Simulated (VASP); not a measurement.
Write the native input for VASP 6.6.1 that does the following.

| Item | Value |
| --- | --- |
| Task | electric field gradients |
| Functional | PBE |
| Potentials or basis | VASP PAW PBE potentials, release 64 (Ge_d) |
| Cutoff | 520 eV |
| k mesh | 15 × 15 × 8 |
| Occupations | fermi-dirac, width 0.05 eV |
| Spin | no spin polarisation |
| Dipole correction | no |
| Further INCAR settings | ALGO = Normal; EDIFF = 1e-08; NBANDS = 21 |

The structure of Ge lies in POSCAR:

```
Ge
1.0
    2.9459020178      0.0000000000      0.0000000000
   -1.4729510089      2.5512259844      0.0000000000
    0.0000000000      0.0000000000      5.0024465661
Ge
2
Direct
    0.3333333333      0.6666666667      0.2500000000
    0.6666666667      0.3333333333      0.7500000000
```

This isn't the form of Ge at room conditions, which is diamond.

The input as run:

INCAR

```
PREC     = Accurate       # precision mode
ENCUT    = 520            # plane-wave cutoff, eV
EDIFF    = 1E-8           # SCF threshold, eV
ISMEAR   = -1             # smearing method
SIGMA    = 0.05           # smearing width, eV
LREAL    = F              # projectors in reciprocal space
LASPH    = T              # aspherical terms in the spheres
NELM     = 60             # most SCF steps
ALGO     = Normal         # electronic algorithm
ISIF     = 2              # what is computed and relaxed
LWAVE    = F              # write WAVECAR
LCHARG   = F              # write CHGCAR
GGA      = PE             # functional
LEFG     = T            
NBANDS   = 21             # bands
```

KPOINTS

```
Automatic mesh
0
Gamma
  15 15 8
```

Potentials or basis: VASP PAW PBE potentials, release 64 (Ge_d).

Launch:

```sh
$ cat potpaw_PBE.64/Ge_d/POTCAR > POTCAR
$ mpirun -np 1 vasp_std > vasp.out
```

It gave:

```yaml
Pressure: 2.1 GPa
Band_gap_on_the_k_mesh: zero (bands 14 and 15 overlap by 10.38 eV)
Largest_electric_field_gradient_by_atom: Ge -3.9 V/Å²
```

Caveat: without QUAD_EFG the Cq values of the log hold for a quadrupole moment of 1 mb, not for the nuclei.

Run time: 69 s on 1 thread of Intel Xeon 8259CL, on a shared host, peak memory 0.22 GiB.
